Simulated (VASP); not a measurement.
Input of a VASP 6.6.1 run:

The input INCAR:

```
ALGO = Normal ; EDIFF = 1E-6
ENCUT = 520 ; GGA = CA
ISIF = 2 ; ISMEAR = 0
LASPH = True ; LCHARG = False
LREAL = False ; LWAVE = False
NBANDS = 16 ; NELM = 60
PREC = Accurate ; SIGMA = 0.01
```

File KPOINTS:

```
k-points
0
Gamma
  8 8 8
```

POSCAR

```
InP
1.0
    2.9136593589      2.9136593589      0.0000000000
   -2.9136593589      2.9136593589      0.0000000000
    0.0000000000      2.9136593589      2.9136593589
In P
1 1
Direct
    0.0000000000      0.0000000000      0.0000000000
    0.7500000000      0.2500000000      0.5000000000
```

Potentials or basis: VASP PAW LDA potentials, release 64 (In_d, P).

The run is started by

```console
$ cat potpaw_LDA.64/In_d/POTCAR potpaw_LDA.64/P/POTCAR > POTCAR
$ mpirun -np 1 vasp_std > vasp.out
```

Question: What does it give for the pressure?

Answer: 0.0 GPa.

Question: Estimate the band gap on the k mesh.

Answer: 0.60 eV, direct.

Caveat: spin-orbit coupling is left out, which moves the levels of the heavy elements. As with any semilocal functional, this LDA gap is likely too small.
